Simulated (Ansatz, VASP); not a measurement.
**Two plane-wave programs on NbTe6Mo2**

```
Nb Te Mo
1.0
     6.17478    0.00000    0.00000
    -3.08739    5.34752    0.00000
     0.00000    0.00000    7.98255
Nb Te Mo
1 6 2
Direct
  0.00000 0.00000 0.00000
  0.66260 0.00000 0.76793
  0.33740 0.33740 0.76793
  0.00000 0.66260 0.76793
  0.33740 0.00000 0.23207
  0.00000 0.33740 0.23207
  0.66260 0.66260 0.23207
  0.33333 0.66667 0.00000
  0.66667 0.33333 0.00000
```

Alike in both runs: functional PBE; k mesh 6 × 6 × 6; occupations gaussian, width 0.1 eV; no spin polarisation.

Ansatz relaxed the structure, and its values are those at the end. VASP's run is a single point on that final structure, the one shown.

|  | VASP | Ansatz |
| --- | --- | --- |
| version | VASP 6.6.1 | Ansatz 0.2.0 |
| potentials or method | VASP PAW PBE potentials, release 64 (Nb_sv, Te, Mo_sv), cutoff 520 eV | scalar-relativistic, plane waves, PAW |
| valence electrons in the cell | 77 | 137 |

|  | VASP | Ansatz | Ansatz less VASP |
| --- | --- | --- | --- |
| gap on the k mesh at the Fermi level (eV) | none | none | - |
| pressure (GPa) | 0.0 | 0.0 | +0.03 |
| rms of the force components (eV/Å) | 0.006 | 0.002 | -0.0038 |

A gap of «none» marks a metal or a gap that the smearing closes. VASP's potentials hold 77 valence electrons a cell and Ansatz's 137, so a difference there can come from the potentials and not from the codes.

Spin-orbit coupling is off throughout.
